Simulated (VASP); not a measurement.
Input of a VASP 6.6.1 run:

Contents of INCAR:

```
SYSTEM = ZrS2
ALGO     = Normal         ! electronic algorithm
DIPOL    = 0.5 0.5 0.499
EDIFF    = 1E-8           ! SCF threshold, eV
EFERMI   = MIDGAP       
ENCUT    = 590            ! plane-wave cutoff, eV
GGA      = RP             ! functional
GGA_COMPAT= .False.      
IDIPOL   = 3            
ISIF     = 0              ! what is computed and relaxed
ISMEAR   = 0              ! smearing method
LASPH    = .True.         ! aspherical terms in the spheres
LCHARG   = .False.        ! write CHGCAR
LDIPOL   = .True.       
LREAL    = .False.        ! projectors in reciprocal space
LWAVE    = .False.        ! write WAVECAR
NBANDS   = 34             ! bands
NELM     = 120            ! most SCF steps
PREC     = Accurate       ! precision mode
SIGMA    = 0.03           ! smearing width, eV
```

KPOINTS

```
Automatic mesh
0
Gamma
  14 14 1
  0 0 0
```

POSCAR

```
ZrS2
1.0
    3.6913825498      0.0000000000      0.0000000000
   -1.8456912749     -3.1968310632      0.0000000000
    0.0000000000      0.0000000000    -18.8744649004
S Zr
2 1
Direct
    1.0000000000      1.0000000000      0.4238530800
    0.3333333300      0.6666666700      0.5761469200
    0.6666666700      0.3333333300      0.4973509200
```

Potentials or basis: VASP PAW PBE potentials, release 64 (S, Zr_sv).

The run is started by

```console
$ cat potpaw_PBE.64/S/POTCAR potpaw_PBE.64/Zr_sv/POTCAR > POTCAR
$ mpirun -np 1 vasp_std > vasp.out
```

Q: Predict the largest force.

A: 0.776 eV/Å.

Q: What does it give for the band gap on the k mesh?

A: 1.27 eV (least direct gap 1.72 eV).

Forces in eV/Å, atoms in the order of the input:
```
S    0.000  0.000  0.664
S    0.000  0.000  0.112
Zr   0.000  0.000 -0.776
```

Caveat: the cell differs from its parent crystal (last atom moved by 0.05 Å along z); the PAW data sets were made with another functional, which shifts forces and pressure a little.
